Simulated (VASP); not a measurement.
# TaN (P-62m) in VASP: notebook

TaN is run at these levels: PBEsol; tasks: single point.

Program: VASP 6.6.1. These are calculated values, not measurements. Logs are shortened: lines on timing, memory, paths and dates and some standing lists are left out, and cuts for length are marked.

**1. The cell of the first run**

The structure is hexagonal, space group P-62m (No. 189). The conventional cell has a = 5.215 Å, b = 5.215 Å, c = 2.809 Å, α = 90.00°, β = 90.00°, γ = 120.00°. Ta (site symmetry -6) has 6 N at 2.13 Å and 5 Ta at 2.81 to 3.01 Å within 3.1 Å. Ta (site symmetry -62m) has 3 N at 2.04 Å within 2.7 Å. N (site symmetry m2m) has 5 Ta at 2.04 to 2.13 Å and 6 N at 2.78 to 2.81 Å within 2.9 Å.

**2. Single point, PBEsol (uniaxial strain along c: -3.0 %, then relaxed in part)**

INCAR

```
PREC = Accurate ; ENCUT = 520
EDIFF = 1E-6 ; ISMEAR = 0
SIGMA = 0.1 ; LREAL = False
LASPH = True ; NELM = 80
ALGO = Normal ; ISIF = 2
LWAVE = False ; LCHARG = True
GGA = PS ; LELF = True
LVHAR = True ; NBANDS = 33
```

KPOINTS

```
Automatic mesh
0
Gamma
  12 12 12
```

POSCAR

```
TaN
1.0
    5.2149669717      0.0000000000      0.0000000000
   -2.6074834859      4.5162938774      0.0000000000
    0.0000000000      0.0000000000      2.8091173592
Ta N
3 3
Direct
    0.3333333331      0.6666666693      0.5000000000
    0.6666666693      0.3333333331      0.5000000000
   -0.0000000014     -0.0000000014      0.0000000000
    0.3919428975      0.0000000030      0.0000000000
    0.6080570986      0.6080570986      0.0000000000
    0.0000000030      0.3919428975      0.0000000000
```

Potentials or basis: VASP PAW PBE potentials, release 64 (Ta_pv, N).

Launch:

```
$ cat potpaw_PBE.64/Ta_pv/POTCAR potpaw_PBE.64/N/POTCAR > POTCAR
$ mpirun -np 1 vasp_std > vasp.out
```

OUTCAR:

```text
PREC = Accurate
   ENCUT = 520
   EDIFF = 1E-6
   ISMEAR = 0
   LREAL = False
   LASPH = True
   NELM = 80
   ISIF = 2
   GGA = PS

 ion  position               nearest neighbor table
   1  0.333  0.667  0.500-   6 2.13   6 2.13   4 2.13   4 2.13   5 2.13   5 2.13   2 3.01   2 3.01
                             2 3.01   3 3.32   3 3.32   3 3.32   3 3.32   3 3.32   3 3.32
   2  0.667  0.333  0.500-   4 2.13   4 2.13   6 2.13   6 2.13   5 2.13   5 2.13   1 3.01   1 3.01
                             1 3.01   3 3.32   3 3.32   3 3.32   3 3.32   3 3.32   3 3.32
   3  1.000  1.000  0.000-   4 2.04   6 2.04   5 2.04   2 3.32   2 3.32   1 3.32   1 3.32   1 3.32
                             1 3.32   2 3.32   2 3.32   2 3.32   2 3.32   1 3.32   1 3.32
   4  0.392  0.000  0.000-   3 2.04   2 2.13   2 2.13   1 2.13   1 2.13
   5  0.608  0.608  0.000-   3 2.04   1 2.13   1 2.13   2 2.13   2 2.13
   6  0.000  0.392  0.000-   3 2.04   1 2.13   1 2.13   2 2.13   2 2.13

  LATTYP: Found a hexagonal cell.
 ALAT       =     5.2149669717
 C/A-ratio  =     0.5386644584

  Lattice vectors:

 A1 = (   5.2149669717,   0.0000000000,   0.0000000000)
 A2 = (  -2.6074834859,   4.5162938774,   0.0000000000)
 A3 = (   0.0000000000,   0.0000000000,   2.8091173592)

Analysis of symmetry for initial positions (statically):
=====================================================================
 Subroutine PRICEL returns:
 Original cell was already a primitive cell.

 Routine SETGRP: Setting up the symmetry group for a
 hexagonal supercell.

 Subroutine GETGRP returns: Found 12 space group operations
 (whereof 12 operations were pure point group operations)
 out of a pool of 24 trial point group operations.

The static configuration has the point symmetry D_3h.

Analysis of symmetry for dynamics (positions and initial velocities):
=====================================================================
 Subroutine PRICEL returns:
 Original cell was already a primitive cell.

 Routine SETGRP: Setting up the symmetry group for a
 hexagonal supercell.

 Subroutine GETGRP returns: Found 12 space group operations
 (whereof 12 operations were pure point group operations)
 out of a pool of 24 trial point group operations.

The dynamic configuration has the point symmetry D_3h.

 Subroutine INISYM returns: Found 12 space group operations
 (whereof 12 operations are pure point group operations),
 and found     1 'primitive' translations

[... 100 lines left out ...]
   ENCUT  =  520.0 eV  38.22 Ry    6.18 a.u.   9.70  9.70  5.22*2*pi/ulx,y,z
   NELM   =     80;   NELMIN=  2; NELMDL= -5     # of ELM steps
   EDIFF  = 0.1E-05   stopping-criterion for ELM
   LREAL  =      F    real-space projection
[... 7 lines left out ...]
   TEBEG  =    0.0;   TEEND  =   0.0 temperature during run
   PSTRESS=    0.0 pullay stress
   NELECT =      48.0000    total number of electrons
   NUPDOWN=      -1.0000    fix difference up-down
   EMIN   =  10.00;   EMAX   =-10.00  energy-range for DOS
   EFERMI =   0.00;   METHOD = LEGACY
   ISMEAR =     0;   SIGMA  =   0.10  broadening in eV -4-tet -1-fermi 0-gaus
   EFERMI_NEDOS =   21; number of points for ismear=-14 and -15
   IALGO  =     38    algorithm
   IMIX   =      4    mixing-type and parameters
     AMIX     =   0.40;   BMIX     =  1.00
     AMIX_MAG =   1.60;   BMIX_MAG =  1.00
  volume/ion in A,a.u.               =      11.03        74.41
  Fermi-wavevector in a.u.,A,eV,Ry     =   1.471027  2.779838 29.441932  2.163921
  Thomas-Fermi vector in A             =   2.586213
   LORBIT       =      0    0 simple, 1 ext, 2 COOP (PROOUT), +10 PAW based schemes
   GGA     = PS    functional components
   LHFCALC =     F    Hartree Fock is set to
   AEXX    =    0.0000 exact exchange contribution
   IVDW    =     0    specifies the selected vdW correction
   LEPSILON=     F    determine dielectric tensor
   LRPA    =     F    only Hartree local field effects (RPA)
 non-spin polarized calculation
 Gauss-broadening in eV      SIGMA  =   0.10
  energy-cutoff  :      520.00
  volume of cell :       66.16
 maximum number of plane-waves:      1810
 NGX is ok and might be reduce to    40
   NGX = 19   NGY = 19   NGZ = 11

 number of electron      48.0000004 magnetization

 Free energy of the ion-electron system (eV)
  ---------------------------------------------------
  ext. energy  EPLUGINS =         0.00000000
  ---------------------------------------------------
  free energy    TOTEN  =       -71.31892883 eV

  energy without entropy =      -71.31654995  energy(sigma->0) =      -71.31773939

 E-fermi :   8.5892     XC(G=0): -13.3066

 val. band max:        8.5800276005   @ k =   0.2500   0.0000   0.4167
 cond. band min:       8.6410935374   @ k =   0.1667   0.0833   0.0833
 fundamental gap:      0.0610659370
 Fermi energy:         8.5892200392

 k-point     1 :       0.0000    0.0000    0.0000
  band No.  band energies     occupation
      1     -27.6880      2.00000
      2     -27.6880      2.00000
      3     -27.3256      2.00000
      4     -27.3256      2.00000
      5     -27.0107      2.00000
      6     -26.9057      2.00000
[... 853 lines left out ...]
     32      12.3047      0.00000
     33      12.5663      0.00000

 [... further k-points ...]

------------------------ aborting loop because EDIFF is reached ----------------------------------------

  FORCE on cell =-STRESS in cart. coord.  units (eV):
  Direction    XX          YY          ZZ          XY          YZ          ZX
  --------------------------------------------------------------------------------------
  -------------------------------------------------------------------------------------
  Total        0.4040519      0.4040519      8.8085844     -0.0000000      0.0000000      0.0000000
  in kB        9.7846237      9.7846237    213.3109061     -0.0000000      0.0000000      0.0000000
  external PRESSURE =      77.6267178 kB  Pullay stress =       0.0000000 kB

 VOLUME and BASIS-vectors are now :
 -----------------------------------------------------------------------------
  energy-cutoff  :      520.00
  volume of cell :       66.16
      direct lattice vectors                 reciprocal lattice vectors
     5.214966972  0.000000000  0.000000000     0.191755769  0.110710245  0.000000000
    -2.607483486  4.516293877  0.000000000     0.000000000  0.221420489  0.000000000
     0.000000000  0.000000000  2.809117359     0.000000000  0.000000000  0.355983703

 POSITION                                       TOTAL-FORCE (eV/Angst)
 -----------------------------------------------------------------------------------
     -0.00000      3.01086      1.40456        -0.000000      0.000000      0.000000
      2.60748      1.50543      1.40456        -0.000000      0.000000      0.000000
      2.60748      4.51629      0.00000        -0.000000      0.000000      0.000000
      2.04397      0.00000      0.00000         0.004174      0.000000     -0.000000
      1.58550      2.74616      0.00000        -0.002087     -0.003615     -0.000000
     -1.02198      1.77013      0.00000        -0.002087      0.003615      0.000000
 -----------------------------------------------------------------------------------
    total drift:                                0.000000      0.000001      0.000000

  FREE ENERGIE OF THE ION-ELECTRON SYSTEM (eV)
  ---------------------------------------------------
  free  energy   TOTEN  =       -71.3189288302 eV

  energy  without entropy=      -71.3165499482  energy(sigma->0) =      -71.31773939
```

OSZICAR:

```text
N       E                     dE             d eps       ncg     rms          rms(c)
DAV:   1     0.447293918472E+03    0.44729E+03   -0.25957E+04  8778   0.153E+03
DAV:   2    -0.507715850570E+02   -0.49807E+03   -0.47431E+03 10079   0.453E+02
DAV:   3    -0.797656728627E+02   -0.28994E+02   -0.28526E+02 10544   0.106E+02
DAV:   4    -0.803198253138E+02   -0.55415E+00   -0.55023E+00 11044   0.145E+01
DAV:   5    -0.803323197567E+02   -0.12494E-01   -0.12480E-01 11056   0.173E+00    0.466E+01
DAV:   6    -0.716082149962E+02    0.87241E+01   -0.42224E+01 11159   0.355E+01    0.200E+01
DAV:   7    -0.714027738307E+02    0.20544E+00   -0.19431E+00 10708   0.781E+00    0.112E+01
DAV:   8    -0.713340741075E+02    0.68700E-01   -0.32601E-01 10831   0.349E+00    0.962E-01
DAV:   9    -0.713199100028E+02    0.14164E-01   -0.35771E-02 11157   0.146E+00    0.387E-01
DAV:  10    -0.713191869934E+02    0.72301E-03   -0.12205E-02 10554   0.547E-01    0.199E-01
DAV:  11    -0.713189676743E+02    0.21932E-03   -0.22990E-03 11045   0.292E-01    0.456E-02
DAV:  12    -0.713189286788E+02    0.38996E-04   -0.20740E-04 10716   0.844E-02    0.155E-02
DAV:  13    -0.713189288168E+02   -0.13795E-06   -0.11751E-05 10246   0.202E-02    0.427E-03
DAV:  14    -0.713189288302E+02   -0.13451E-07   -0.49709E-07  6020   0.537E-03
   1 F= -.71318929E+02 E0= -.71317739E+02  d E =-.237888E-02
```

Wall time 2.8 min (1 thread of AMD EPYC 9R45 (Zen 5), shared host); peak memory 0.32 GiB.

Results:

```
Free energy            : -71.3189 eV
Pressure               : 7.8 GPa
Largest force          : 0.004 eV/Å
Band gap on the k mesh : zero (bands 24 and 25 overlap by 3.12 eV)
```

Forces on the atoms (eV/Å):
```
Ta   0.000  0.000  0.000
Ta   0.000  0.000  0.000
Ta   0.000  0.000  0.000
N    0.004  0.000  0.000
N   -0.002 -0.004  0.000
N   -0.002  0.004  0.000
```

Stress tensor (GPa, compression positive):
```
 0.98  0.00  0.00
 0.00  0.98  0.00
 0.00  0.00 21.33
```

Levels at points of the mesh, in eV from the Fermi level:
```
           k point  band 22  band 23  band 24  band 25  band 26  band 27
(0.00, 0.00, 0.00)    -3.20    -2.41    -1.16    -1.16     0.85     0.85
(0.50, 0.00, 0.00)    -4.13    -3.18    -2.98     1.36     1.83     1.95
(0.00, 0.00, 0.50)    -3.08    -3.08     1.69     1.69     2.00     2.00
(0.50, 0.00, 0.50)    -3.48    -1.95    -1.28     0.38     1.25     3.11
```

Caveat: the cell differs from its parent crystal (uniaxial strain along c: -3.0 %, then relaxed in part); the cell stands under pressure; the PAW data sets were made with another functional, which shifts forces and pressure a little; spin-orbit coupling is left out, which moves the levels of the heavy elements.

**3. Single point, PBEsol (uniaxial strain along c: -3.0 %)**

INCAR

```
PREC = Accurate
ENCUT = 520
EDIFF = 1E-6
ISMEAR = 0
SIGMA = 0.1
LREAL = False
LASPH = True
NELM = 100
ALGO = Normal
ISIF = 2
LWAVE = False
LCHARG = True
GGA = PS
LELF = True
LVHAR = True
NBANDS = 33
```

KPOINTS is that of step 2.

POSCAR

```
TaN
1.0
    5.2177627760      0.0000000000      0.0000000000
   -2.6088813880      4.5187151149      0.0000000000
    0.0000000000      0.0000000000      2.8091173592
Ta N
3 3
Direct
    0.3333333328      0.6666666703      0.5000000000
    0.6666666703      0.3333333328      0.5000000000
   -0.0000000026     -0.0000000026      0.0000000000
    0.3924360875      0.0000000022      0.0000000000
    0.6075639098      0.6075639098      0.0000000000
    0.0000000022      0.3924360875      0.0000000000
```

Potentials or basis: VASP PAW PBE potentials, release 64 (Ta_pv, N).

Launch:

```
$ cat potpaw_PBE.64/Ta_pv/POTCAR potpaw_PBE.64/N/POTCAR > POTCAR
$ mpirun -np 1 vasp_std > vasp.out
```

Run time: 2.6 min. Hardware: 1 thread of AMD EPYC 9R45 (Zen 5), shared host; peak memory 0.32 GiB.

Results (log left out):

| Property | Result |
| --- | --- |
| Free energy | -71.3191 eV |
| Pressure | 7.3 GPa |
| Largest force | 0.053 eV/Å |
| Band gap on the k mesh | zero (bands 24 and 25 overlap by 3.12 eV) |

Forces in eV/Å, atoms in the order of the input:
```
Ta   0.000  0.000  0.000
Ta   0.000  0.000  0.000
Ta   0.000  0.000  0.000
N   -0.053  0.000  0.000
N    0.026  0.046  0.000
N    0.026 -0.046  0.000
```

Stress tensor (GPa, compression positive):
```
 0.41  0.00  0.00
 0.00  0.41  0.00
 0.00  0.00 21.16
```

Levels at points of the mesh, in eV from the Fermi level:
| k point | band 20 | band 21 | band 22 | band 23 | band 24 | band 25 | band 26 | band 27 | band 28 | band 29 |
| --- | --- | --- | --- | --- | --- | --- | --- | --- | --- | --- |
| (0.00, 0.00, 0.00) | -5.40 | -4.40 | -3.19 | -2.41 | -1.16 | -1.16 | 0.86 | 0.86 | 1.19 | 2.12 |
| (0.50, 0.00, 0.00) | -4.48 | -4.36 | -4.12 | -3.17 | -2.96 | 1.37 | 1.82 | 1.95 | 2.34 | 2.65 |
| (0.00, 0.00, 0.50) | -4.77 | -4.49 | -3.08 | -3.08 | 1.69 | 1.69 | 1.99 | 1.99 | 2.54 | 3.31 |
| (0.50, 0.00, 0.50) | -4.85 | -4.32 | -3.47 | -1.95 | -1.28 | 0.39 | 1.24 | 3.10 | 3.13 | 3.47 |

Caveat: the cell differs from its parent crystal (uniaxial strain along c: -3.0 %); the cell stands under pressure; the PAW data sets were made with another functional, which shifts forces and pressure a little; spin-orbit coupling is left out, which moves the levels of the heavy elements.

**4. Single point, PBEsol (uniaxial strain along c: -2.0 %, then relaxed in part)**

INCAR

```
SYSTEM = TaN
  ALGO = Normal
  EDIFF = 1E-6
  ENCUT = 520
  GGA = PS
  ISIF = 2
  ISMEAR = 0
  LASPH = .TRUE.
  LCHARG = .FALSE.
  LREAL = .FALSE.
  LWAVE = .FALSE.
  NBANDS = 33
  NELM = 100
  PREC = Accurate
  SIGMA = 0.1
```

KPOINTS

```
k-points
0
G
  12 12 12
  0 0 0
```

POSCAR, as its differences from that of step 3:

```diff
@@ -2,5 +2,5 @@
 1.0
-    5.2177627760      0.0000000000      0.0000000000
-   -2.6088813880      4.5187151149      0.0000000000
-    0.0000000000      0.0000000000      2.8091173592
+    5.2030115984      0.0000000000      0.0000000000
+   -2.6015057992      4.5059402204      0.0000000000
+    0.0000000000      0.0000000000      2.8380773319
 Ta N
```

Potentials or basis: VASP PAW PBE potentials, release 64 (Ta_pv, N).

Launch:

```
$ cat potpaw_PBE.64/Ta_pv/POTCAR potpaw_PBE.64/N/POTCAR > POTCAR
$ mpirun -np 1 vasp_std > vasp.out
```

OUTCAR:

```text
SYSTEM = TaN
   EDIFF = 1E-6
   ENCUT = 520
   GGA = PS
   ISIF = 2
   ISMEAR = 0
   LASPH = .TRUE.
   LREAL = .FALSE.
   NELM = 100
   PREC = Accurate

 ion  position               nearest neighbor table
   1  0.333  0.667  0.500-   4 2.14   4 2.14   6 2.14   6 2.14   5 2.14   5 2.14   2 3.00   2 3.00
                             2 3.00   3 3.32   3 3.32   3 3.32   3 3.32   3 3.32   3 3.32
   2  0.667  0.333  0.500-   6 2.14   6 2.14   4 2.14   4 2.14   5 2.14   5 2.14   1 3.00   1 3.00
                             1 3.00   3 3.32   3 3.32   3 3.32   3 3.32   3 3.32   3 3.32
   3  1.000  1.000  0.000-   5 2.04   4 2.04   6 2.04   2 3.32   2 3.32   1 3.32   1 3.32   1 3.32
                             1 3.32   2 3.32   2 3.32   2 3.32   2 3.32   1 3.32   1 3.32
   4  0.392  0.000  0.000-   3 2.04   1 2.14   1 2.14   2 2.14   2 2.14
   5  0.608  0.608  0.000-   3 2.04   1 2.14   1 2.14   2 2.14   2 2.14
   6  0.000  0.392  0.000-   3 2.04   2 2.14   2 2.14   1 2.14   1 2.14

  LATTYP: Found a hexagonal cell.
 ALAT       =     5.2030115984
 C/A-ratio  =     0.5454681925

  Lattice vectors:

 A1 = (   5.2030115984,   0.0000000000,   0.0000000000)
 A2 = (  -2.6015057992,   4.5059402204,   0.0000000000)
 A3 = (   0.0000000000,   0.0000000000,   2.8380773319)

[... 189 lines left out ...]

 k-point     1 :       0.0000    0.0000    0.0000
  band No.  band energies     occupation
      1     -27.7503      2.00000
      2     -27.7503      2.00000
      3     -27.3876      2.00000
      4     -27.3876      2.00000
      5     -27.1179      2.00000
      6     -27.0103      2.00000
[... 853 lines left out ...]
     32      12.2184      0.00000
     33      12.4859      0.00000

 [... further k-points ...]

------------------------ aborting loop because EDIFF is reached ----------------------------------------

  FORCE on cell =-STRESS in cart. coord.  units (eV):
  Direction    XX          YY          ZZ          XY          YZ          ZX
  --------------------------------------------------------------------------------------
  -------------------------------------------------------------------------------------
  Total        0.3979442      0.3979442      5.7966424      0.0000000      0.0000000      0.0000000
  in kB        9.5822678      9.5822678    139.5798241      0.0000000      0.0000000      0.0000000
  external PRESSURE =      52.9147866 kB  Pullay stress =       0.0000000 kB

 VOLUME and BASIS-vectors are now :
 -----------------------------------------------------------------------------
  energy-cutoff  :      520.00
  volume of cell :       66.54
      direct lattice vectors                 reciprocal lattice vectors
     5.203011598  0.000000000  0.000000000     0.192196381  0.110964632  0.000000000
    -2.601505799  4.505940220  0.000000000     0.000000000  0.221929265  0.000000000
     0.000000000  0.000000000  2.838077332     0.000000000  0.000000000  0.352351216

 POSITION                                       TOTAL-FORCE (eV/Angst)
 -----------------------------------------------------------------------------------
     -0.00000      3.00396      1.41904        -0.000000     -0.000000     -0.000000
      2.60151      1.50198      1.41904        -0.000000     -0.000000     -0.000000
      2.60151      4.50594      0.00000        -0.000000     -0.000000     -0.000000
      2.04185      0.00000      0.00000         0.005467     -0.000000      0.000000
      1.58058      2.73765      0.00000        -0.002734     -0.004735      0.000000
     -1.02092      1.76829      0.00000        -0.002734      0.004735     -0.000000
 -----------------------------------------------------------------------------------
    total drift:                               -0.000001     -0.000001      0.000000

  FREE ENERGIE OF THE ION-ELECTRON SYSTEM (eV)
  ---------------------------------------------------
  free  energy   TOTEN  =       -71.3922217665 eV

  energy  without entropy=      -71.3897261024  energy(sigma->0) =      -71.39097393
```

stdout:

```text
POSCAR found type information on POSCAR TaN
 POSCAR found :  2 types and       6 ions
 scaLAPACK will be used
 -----------------------------------------------------------------------------
|                                                                             |
|                                                                             |
|     You enforced a specific xc type in the INCAR file but a different       |
|     I HOPE YOU KNOW WHAT YOU ARE DOING!                                     |
|                                                                             |
 -----------------------------------------------------------------------------

 LDA part: xc-table for (Slater+PW92), standard interpolation
 POSCAR, INCAR and KPOINTS ok, starting setup
 FFT: planning ... GRIDC
 FFT: planning ... GRID_SOFT
 FFT: planning ... GRID
 WAVECAR not read
 entering main loop
```

Wall time 2.6 min (1 thread of AMD EPYC 9R45 (Zen 5), shared host); peak memory 0.32 GiB.

Results:

```
Free energy            : -71.3922 eV
Pressure               : 5.3 GPa
Largest force          : 0.005 eV/Å
Band gap on the k mesh : zero (bands 24 and 25 overlap by 3.15 eV)
```

Forces in eV/Å, atoms in the order of the input:
```
Ta   0.000  0.000  0.000
Ta   0.000  0.000  0.000
Ta   0.000  0.000  0.000
N    0.005  0.000  0.000
N   -0.003 -0.005  0.000
N   -0.003  0.005  0.000
```

Stress tensor (GPa, compression positive):
```
 0.96  0.00  0.00
 0.00  0.96  0.00
 0.00  0.00 13.96
```

Caveat: the cell differs from its parent crystal (uniaxial strain along c: -2.0 %, then relaxed in part); the cell stands under pressure; the PAW data sets were made with another functional, which shifts forces and pressure a little; spin-orbit coupling is left out, which moves the levels of the heavy elements.

(Continued in part 2 of 2.)
